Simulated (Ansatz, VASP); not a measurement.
# One calculation of Mg, two programs

The input INCAR:

```
SYSTEM = Mg
PREC = Accurate
ENCUT = 520
EDIFF = 1E-6
ISMEAR = 0
SIGMA = 0.02
LREAL = .FALSE.
LASPH = .TRUE.
NELM = 100
ALGO = Fast
ISIF = 2
LWAVE = .FALSE.
LCHARG = .FALSE.
GGA = PE
NBANDS = 7
```

File KPOINTS:

```
Automatic mesh
0
G
  10 10 9
  0 0 0
```

Contents of POSCAR:

```
Mg
1.0
    3.0502998005      0.0000000000      0.0000000000
   -1.5251499003      2.6416371164      0.0000000000
    0.0000000000      0.0000000000      3.0448375700
Mg
1
Direct
    0.0000000000      0.0000000000      0.0000000000
```

input.yaml

```yaml
crystal:
  lattice:
    - [3.0502998005, 0.0, 0.0]
    - [-1.5251499003, 2.6416371164, 0.0]
    - [0.0, 0.0, 3.04483757]
  atoms:
    - { symbol: Mg, position: [0.0, 0.0, 0.0] }
kpoints:
  mp_grid: { grid: [10, 10, 9] }
scf:
  occupations: { method: gaussian, width: 0.02 }
hamiltonian:
  xc: pbe
  pseudopotentials: { kind: all_electron, lapw: { basis_error: 0.001 } }
output:
  forces: true
  stress: true
  eigenvalues: true
```

Alike in both runs: task single point; functional PBE; k mesh 10 × 10 × 9; occupations gaussian, width 0.02 eV; no spin polarisation.

|  | VASP | Ansatz |
| --- | --- | --- |
| version | VASP 6.6.1 | Ansatz 0.2.0 |
| potentials or method | VASP PAW PBE potentials, release 64 (Mg), cutoff 520 eV | all-electron LAPW, scalar-relativistic |

VASP gave:

```
gap on the k mesh at the Fermi level (eV)                     : none
pressure (GPa)                                                : 1.1
traceless stress, the component that is largest in VASP (GPa) : -0.79
```

What did Ansatz give for the same quantities?

gap on the k mesh at the Fermi level (eV): none; pressure (GPa): 1.2; traceless stress, the component that is largest in VASP (GPa): -0.80.

A gap of «none» marks a metal or a gap that the smearing closes. Ansatz ran all-electron here, and VASP with PAW potentials.
